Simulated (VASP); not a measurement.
Set up this calculation in VASP 6.6.1, as the native input.

```
Task                   : relaxation of volume and atoms at fixed shape
Functional             : r2SCAN
Potentials or basis    : VASP PAW PBE potentials, release 64 (Au)
Cutoff                 : 600 eV
k mesh                 : 18 × 18 × 18
Occupations            : gaussian, width 0.05 eV
Spin                   : no spin polarisation
Dipole correction      : no
Further INCAR settings : ALGO = Normal; EDIFF = 1e-06; IBRION = 2; EDIFFG = -0.02; NSW = 80; ISIF = 8
```

The system is Au.

```
CELL_PARAMETERS angstrom
0.00000 2.03500 2.03500
2.03500 0.00000 2.03500
2.03500 2.03500 0.00000
ATOMIC_POSITIONS crystal
Au 0.00000 0.00000 0.00000
```

These files were run (other wordings do the same):

POSCAR

```
Au
1.0
    0.0000000000      2.0350000000      2.0350000000
    2.0350000000      0.0000000000      2.0350000000
    2.0350000000      2.0350000000      0.0000000000
Au
1
Direct
    0.0000000000      0.0000000000      0.0000000000
```

INCAR.step1

```
SYSTEM = Au
  ALGO = Normal
  EDIFF = 1E-4
  ENCUT = 600
  GGA = PE
  ISMEAR = 0
  LASPH = .True.
  LCHARG = .False.
  LREAL = .False.
  LWAVE = .True.
  NELM = 80
  PREC = Accurate
  SIGMA = 0.05
```

INCAR.step2

```
SYSTEM = Au
  ALGO = Normal
  EDIFF = 1E-6
  EDIFFG = -0.02
  ENCUT = 600
  IBRION = 2
  ISIF = 8
  ISMEAR = 0
  ISTART = 1
  LASPH = .True.
  LCHARG = .False.
  LMIXTAU = .True.
  LREAL = .False.
  LWAVE = .False.
  METAGGA = R2SCAN
  NELM = 80
  NSW = 80
  PREC = Accurate
  SIGMA = 0.05
```

KPOINTS

```
k-points
0
Gamma
  18 18 18
  0 0 0
```

Potentials or basis: VASP PAW PBE potentials, release 64 (Au).

Run with:

```console
$ cat potpaw_PBE.64/Au/POTCAR > POTCAR
$ cp INCAR.step1 INCAR
$ mpirun -np 1 vasp_std > vasp.out
$ cp INCAR.step2 INCAR
$ mpirun -np 1 vasp_std > vasp.out
```

It gave:

```json
{
 "Relaxed volume": "17.59 Å³/atom",
 "Relaxed cell": "a = 2.919 Å, b = 2.919 Å, c = 2.919 Å, α = 60.00°, β = 60.00°, γ = 60.00°",
 "Space group after relaxing (to 0.05 Å)": "Fm-3m (No. 225)",
 "Energy gained by relaxing": "15.9 meV/atom",
 "Ionic steps": "3",
 "Pressure after relaxing": "-0.1 GPa"
}
```

Caveat: the PAW data sets were made with another functional, which shifts forces and pressure a little.

Wall time 2.7 min on 1 thread of Intel(R) Xeon(R) Platinum 8488C (Sapphire Rapids), with other jobs on the host, peak memory 0.19 GiB.
